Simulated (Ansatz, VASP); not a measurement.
## W2C in VASP and in Ansatz

```
CELL_PARAMETERS angstrom
3.07005 0.00000 0.00000
-1.53502 2.65874 0.00000
0.00000 0.00000 4.67843
ATOMIC_POSITIONS crystal
W 0.33333 0.66667 0.74633
W 0.66667 0.33333 0.25367
C 0.00000 0.00000 0.00000
```

Alike in both runs: task single point; functional PBE; k mesh 6 × 6 × 4; no spin polarisation.

|  | VASP | Ansatz |
| --- | --- | --- |
| version | VASP 6.6.1 | Ansatz 0.2.0 |
| potentials or method | VASP PAW PBE potentials, release 64 (W_sv, C), cutoff 600 eV | scalar-relativistic, plane waves, PAW |
| occupations | tetrahedron | tetrahedron-uncorrected |
| valence electrons in the cell | 32 | 32 |

|  | VASP | Ansatz | Ansatz less VASP |
| --- | --- | --- | --- |
| gap on the k mesh at the Fermi level (eV) | none | none | - |
| pressure (GPa) | 0.4 | -0.3 | -0.73 |
| traceless stress, the component that is largest in VASP (GPa) | -0.29 | -0.39 | -0.093 |
| rms of the force components (eV/Å) | 0.103 | 0.065 | -0.0379 |

Atom by atom the forces differ by 0.038 eV/Å (rms over components). A gap of «none» marks a metal or a gap that the smearing closes. Ansatz's warnings: band table not solved further.

The k mesh is coarse, so the values compare programs but aren't converged. Spin-orbit coupling is off throughout.
